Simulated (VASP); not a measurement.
# CoAu (R-3m) in VASP: a series of runs, part 2 of 2

VASP 6.6.1.

## 3. Single point, PBE

This run uses another cell than the first one, of 14.41 Å³/atom, 1.028 times its volume.

File INCAR:

```
  PREC = Accurate
  ENCUT = 520
  EDIFF = 1E-6
  ISMEAR = 0
  SIGMA = 0.1
  LREAL = False
  LASPH = True
  NELM = 80
  ALGO = Fast
  ISIF = 2
  LWAVE = False
  LCHARG = False
  GGA = PE
  NBANDS = 17
```

File KPOINTS:

```
Automatic mesh
0
Gamma
  18 18 18
```

File POSCAR:

```
CoAu
1.0
   -1.8271957288     -1.8271957288     -3.7943517501
   -1.8271957288     -3.7943517501     -1.8271957288
   -3.7943517501     -1.8271957288     -1.8271957288
Co Au
1 1
Direct
    0.0000000000      0.0000000000      1.0000000000
    0.5000000000      0.5000000000      0.5000000000
```

Potentials or basis: VASP PAW PBE potentials, release 64 (Co, Au).

The run is started by

```console
> cat potpaw_PBE.64/Co/POTCAR potpaw_PBE.64/Au/POTCAR > POTCAR
> mpirun -np 1 vasp_std > vasp.out
```

OUTCAR:

```text
PREC = Accurate
   ENCUT = 520
   EDIFF = 1E-6
   ISMEAR = 0
   LREAL = False
   LASPH = True
   NELM = 80
   ISIF = 2
   GGA = PE

 ion  position               nearest neighbor table
   1  0.000  0.000  0.000-   2 2.68   2 2.68   2 2.68   2 2.68   2 2.68   2 2.68
   2  0.500  0.500  0.500-   1 2.68   1 2.68   1 2.68   1 2.68   1 2.68   1 2.68

  LATTYP: Found a trigonal (rhomboedric) cell.
 ALAT       =     4.5906855334
 COS(alpha) =     0.8163789254

  Lattice vectors:

 A1 = (  -1.8271957288,  -1.8271957288,  -3.7943517501)
 A2 = (  -1.8271957288,  -3.7943517501,  -1.8271957288)
 A3 = (  -3.7943517501,  -1.8271957288,  -1.8271957288)

Analysis of symmetry for initial positions (statically):
=====================================================================
 Subroutine PRICEL returns:
 Original cell was already a primitive cell.

 Routine SETGRP: Setting up the symmetry group for a
 trigonal (rhombohedral) supercell.

 Subroutine GETGRP returns: Found 12 space group operations
 (whereof 12 operations were pure point group operations)
 out of a pool of 12 trial point group operations.

The static configuration has the point symmetry D_3d.
[... 157 lines left out ...]
  ext. energy  EPLUGINS =         0.00000000
  ---------------------------------------------------
  free energy    TOTEN  =        -9.28485792 eV

  energy without entropy =       -9.25759738  energy(sigma->0) =       -9.27122765

 E-fermi :   9.2436     XC(G=0): -12.8073

 val. band max:        9.2435140637   @ k =  -0.2778   0.4444   0.0556
 cond. band min:       9.2446790826   @ k =  -0.4444   0.5000   0.3333
 fundamental gap:      0.0011650189
 Fermi energy:         9.2436470428

 k-point     1 :       0.0000    0.0000    0.0000
  band No.  band energies     occupation
      1      -0.2436      2.00000
      2       2.7119      2.00000
      3       4.4741      2.00000
      4       4.4741      2.00000
      5       5.9356      2.00000
      6       5.9356      2.00000
[... 457 lines left out ...]
      4       4.3367      2.00000
      5       5.6749      2.00000
      6       5.9634      2.00000
[... 9 lines left out ...]
     16      24.1856      0.00000
     17      26.1006      0.00000

 [... further k-points ...]
[... 5 lines left out ...]
  --------------------------------------------------------------------------------------
  -------------------------------------------------------------------------------------
  Total       -0.0271288     -0.0271288     -0.0271288     -0.0058937     -0.0058937     -0.0058937
  in kB       -1.5079292     -1.5079292     -1.5079292     -0.3275931     -0.3275931     -0.3275931
  external PRESSURE =      -1.5079292 kB  Pullay stress =       0.0000000 kB

 VOLUME and BASIS-vectors are now :
 -----------------------------------------------------------------------------
  energy-cutoff  :      520.00
  volume of cell :       28.82
      direct lattice vectors                 reciprocal lattice vectors
    -1.827195729 -1.827195729 -3.794351750     0.124699084  0.124699084 -0.383649003
    -1.827195729 -3.794351750 -1.827195729     0.124699084 -0.383649003  0.124699084
    -3.794351750 -1.827195729 -1.827195729    -0.383649003  0.124699084  0.124699084

 POSITION                                       TOTAL-FORCE (eV/Angst)
 -----------------------------------------------------------------------------------
      0.00000      0.00000      0.00000         0.000000     -0.000000     -0.000000
     -3.72437     -3.72437     -3.72437        -0.000000      0.000000      0.000000
 -----------------------------------------------------------------------------------
    total drift:                               -0.000000     -0.000000     -0.000000

  FREE ENERGIE OF THE ION-ELECTRON SYSTEM (eV)
  ---------------------------------------------------
  free  energy   TOTEN  =        -9.2848579217 eV

  energy  without entropy=       -9.2575973770  energy(sigma->0) =       -9.27122765
```

stdout:

```text
POSCAR found type information on POSCAR CoAu
 POSCAR found :  2 types and       2 ions
 scaLAPACK will be used
 LDA part: xc-table for (Slater+PW92), standard interpolation
 POSCAR, INCAR and KPOINTS ok, starting setup
 FFT: planning ... GRIDC
 FFT: planning ... GRID_SOFT
 FFT: planning ... GRID
 WAVECAR not read
 entering main loop
```

It took 4.2 min on 1 thread of Intel Xeon 6975P-C (Granite Rapids), shared host; peak memory 0.47 GiB.

Results:

| Property | Result |
| --- | --- |
| Free energy | -9.2849 eV |
| Pressure | -0.2 GPa |
| Band gap on the k mesh | zero (band 10 reaches 9.53 eV, above the bottom of band 11 at 8.94 eV) |

Caveat: spin-orbit coupling is left out, which moves the levels of the heavy elements. Spin polarisation is off, so any magnetic state and its effect on volume and gap are missing.

## 4. Single point, PBE

This run uses another cell than the first one, of 14.81 Å³/atom, 1.057 times its volume.

File INCAR:

```
SYSTEM = CoAu
  PREC = Accurate
  ENCUT = 520
  EDIFF = 1E-6
  ISMEAR = 0
  SIGMA = 0.1
  LREAL = .FALSE.
  LASPH = .TRUE.
  NELM = 60
  ALGO = Fast
  ISIF = 2
  LWAVE = .FALSE.
  LCHARG = .FALSE.
  GGA = PE
  NBANDS = 17
```

File KPOINTS:

```
Automatic mesh
0
G
  18 18 18
  0 0 0
```

File POSCAR:

```
CoAu
1.0
   -1.8904135609     -1.8904135609     -3.8593662291
   -1.8904135609     -3.8593662291     -1.8904135609
   -3.8593662291     -1.8904135609     -1.8904135609
Co Au
1 1
Direct
    0.0000000000      0.0000000000      0.0000000000
    0.5000000000      0.5000000000      0.5000000000
```

The run is started by

```console
> cat potpaw_PBE.64/Co/POTCAR potpaw_PBE.64/Au/POTCAR > POTCAR
> mpirun -np 1 vasp_std > vasp.out
```

It took 4.4 min on 1 thread of Intel Xeon 6975P-C (Granite Rapids), shared host; peak memory 0.47 GiB.

It converged, with:

```
Free energy            : -9.2669 eV
Pressure               : -4.5 GPa
Band gap on the k mesh : zero (band 10 reaches 9.14 eV, above the bottom of band 11 at 8.58 eV)
```

Stress tensor (GPa, compression positive):
```
-4.47 -1.23 -1.23
-1.23 -4.47 -1.23
-1.23 -1.23 -4.47
```

Levels at points of the mesh, in eV from the Fermi level:
```
           k point  band 7  band 8  band 9  band 10  band 11  band 12  band 13  band 14
(0.00, 0.00, 0.00)   -1.68   -0.71   -0.71    -0.17     0.08     0.08     5.08    15.35
(0.50, 0.00, 0.00)   -1.57   -1.33   -0.52     0.28     1.92     1.94     6.67     7.32
(0.50, 0.50, 0.00)   -0.51   -0.36    0.09     0.23     0.30     1.79     4.25     7.92
(0.50, 0.50, 0.50)   -2.85   -1.43   -0.94    -0.94    -0.24    -0.24    12.06    14.06
```

Caveat: spin-orbit coupling is left out, which moves the levels of the heavy elements. Spin polarisation is off, so any magnetic state and its effect on volume and gap are missing.

## 5. Single point, PBE, collinear spin, ferromagnetic start

This run uses another cell than the first one, of 14.78 Å³/atom, 1.055 times its volume.

File INCAR:

```
PREC = Accurate
ENCUT = 520
EDIFF = 1E-7
ISMEAR = 0
SIGMA = 0.1
LREAL = F
LASPH = T
NELM = 150
ALGO = Normal
ISIF = 2
LWAVE = F
LCHARG = F
ISPIN = 2
MAGMOM = 1.78 0
LORBIT = 11
LMAXMIX = 4
GGA = PE
NBANDS = 21
```

File KPOINTS:

```
Automatic mesh
0
Gamma
  12 12 12
```

File POSCAR:

```
CoAu
1.0
   -1.8911017522     -1.8911017522     -3.8580328643
   -1.8911017522     -3.8580328643     -1.8911017522
   -3.8580328643     -1.8911017522     -1.8911017522
Co Au
1 1
Direct
    0.0000000000      0.0000000000      1.0000000000
    0.5000000000      0.5000000000      0.5000000000
```

The run is started by

```console
> cat potpaw_PBE.64/Co/POTCAR potpaw_PBE.64/Au/POTCAR > POTCAR
> mpirun -np 1 vasp_std > vasp.out
```

Wall time 3 min (1 thread of Intel Xeon 6975P-C (Granite Rapids), shared host); peak memory 0.38 GiB.

It converged, with:

```yaml
Free_energy: -9.6309 eV
Pressure: -0.2 GPa
Net_moment: 1.73 μB per cell
Site_moments: Co +1.79; Au +0.00 μB
Valence_electrons_inside_the_program's_atomic_spheres: Co 7.92; Au 9.77
```

Stress tensor (GPa, compression positive):
```
-0.20 -0.11 -0.11
-0.11 -0.20 -0.11
-0.11 -0.11 -0.20
```

Levels at points of the mesh, in eV from the Fermi level:
Spin up:
```csv
k point,band 8,band 9,band 10,band 11,band 12,band 13,band 14,band 15
"(0.00, 0.00, 0.00)",-1.99,-1.99,-1.42,-1.42,-0.59,4.44,15.06,17.66
"(0.50, 0.00, 0.00)",-2.13,-1.84,-1.13,0.96,1.62,6.00,6.94,11.16
"(0.50, 0.50, 0.00)",-1.37,-1.08,-1.07,-0.87,1.40,3.65,7.28,10.88
"(0.50, 0.50, 0.50)",-2.67,-2.25,-2.25,-1.88,-1.88,11.53,13.58,15.56
```
Spin down:
```csv
k point,band 7,band 8,band 9,band 10,band 11,band 12
"(0.00, 0.00, 0.00)",-1.72,-0.61,-0.39,-0.39,0.50,0.50
"(0.50, 0.00, 0.00)",-1.84,-1.22,-0.12,0.71,1.60,2.00
"(0.50, 0.50, 0.00)",-0.93,-0.22,0.40,0.48,0.74,1.37
"(0.50, 0.50, 0.50)",-3.12,-1.39,-0.61,-0.61,0.20,0.20
```

Caveat: spin-orbit coupling is left out, which moves the levels of the heavy elements.

## 6. The runs side by side

| spin | cell | k mesh | gap on the mesh (eV) | pressure (GPa) | moment (μB) |
| --- | --- | --- | --- | --- | --- |
| collinear, ferromagnetic start | a = 4.687 Å, angles 33.6°, 2 atoms | 6 × 6 × 6 | none | 8.7 | 1.45 |
| off | a = 4.591 Å, angles 35.3°, 2 atoms | 18 × 18 × 18 | none | -0.2 | - |
| off | a = 4.695 Å, angles 34.5°, 2 atoms | 18 × 18 × 18 | none | -4.5 | - |
| collinear, ferromagnetic start | a = 4.694 Å, angles 34.5°, 2 atoms | 12 × 12 × 12 | none | -0.2 | 1.73 |

Alike in all rows: task single point; level PBE; potentials or basis VASP PAW PBE potentials, release 64 (Co, Au); cutoff (eV) 520; smearing gaussian 0.1 eV.

Caveats: some runs use coarse meshes; spin-orbit coupling is left out, which moves the levels of the heavy elements.

Total energies depend on the potentials used, so only differences within one code and one set of settings carry meaning.
